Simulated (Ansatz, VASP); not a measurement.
# ZrB in VASP and in Ansatz

Contents of POSCAR:

```
ZrB
1.0
    0.0000000000      2.3250000000      2.3250000000
    2.3250000000      0.0000000000      2.3250000000
    2.3250000000      2.3250000000      0.0000000000
Zr B
1 1
Direct
    0.0000000000      0.0000000000      0.0000000000
    0.5000000000      0.5000000000      0.5000000000
```

INCAR.step1

```
ALGO = Normal ; EDIFF = 1E-4
ENCUT = 520 ; GGA = PE
ISMEAR = 0 ; ISPIN = 2
LASPH = True ; LCHARG = False
LMAXMIX = 4 ; LREAL = False
LWAVE = True ; MAGMOM = 0.5 0
NBANDS = 18 ; NELM = 150
PREC = Accurate ; SIGMA = 0.025
```

The input INCAR.step2:

```
ALGO = Normal ; EDIFF = 1E-6
ENCUT = 520 ; ISIF = 2
ISMEAR = 0 ; ISPIN = 2
ISTART = 1 ; LASPH = True
LCHARG = False ; LMAXMIX = 4
LMIXTAU = True ; LORBIT = 11
LREAL = False ; LWAVE = False
MAGMOM = 0.5 0 ; METAGGA = R2SCAN
NBANDS = 18 ; NELM = 150
PREC = Accurate ; SIGMA = 0.025
```

Contents of KPOINTS:

```
k-points
0
Gamma
  10 10 10
```

input.yaml

```yaml
crystal:
  lattice:
    - [0.0, 2.325, 2.325]
    - [2.325, 0.0, 2.325]
    - [2.325, 2.325, 0.0]
  atoms:
    - { symbol: Zr, position: [0.0, 0.0, 0.0], spin: 0.5 }
    - { symbol: B, position: [0.5, 0.5, 0.5] }
hamiltonian:
  xc: r2scan
  pseudopotentials: { kind: paw, source: jth }
magnetization:
  spin_polarized: true
kpoints:
  mp_grid: { grid: [10, 10, 10] }
scf:
  occupations: { method: gaussian, width: 0.025 }
output:
  forces: true
  stress: true
  eigenvalues: true
```

Alike in both runs: task single point; functional r2SCAN; k mesh 10 × 10 × 10; occupations gaussian, width 0.025 eV; collinear spin.

```csv
,VASP,Ansatz
version,VASP 6.6.1,Ansatz 0.2.0
potentials or method,"VASP PAW PBE potentials, release 64 (Zr_sv, B)",JTH PAW
plane-wave cutoff (eV),520,990
valence electrons in the cell,15,15
```

Ansatz gave:

| Item | Value |
| --- | --- |
| gap on the k mesh at the Fermi level (eV) | none |
| net moment per atom (μB) | 0.02 |

Task: Estimate VASP's values.

Result: gap on the k mesh at the Fermi level (eV): none; net moment per atom (μB): 0.00.

VASP's potentials were made for PBE, not for r2SCAN. A gap of «none» marks a metal or a gap that the smearing closes.

Noted on Ansatz's run: the magnetic or orbital state may not be the lowest.
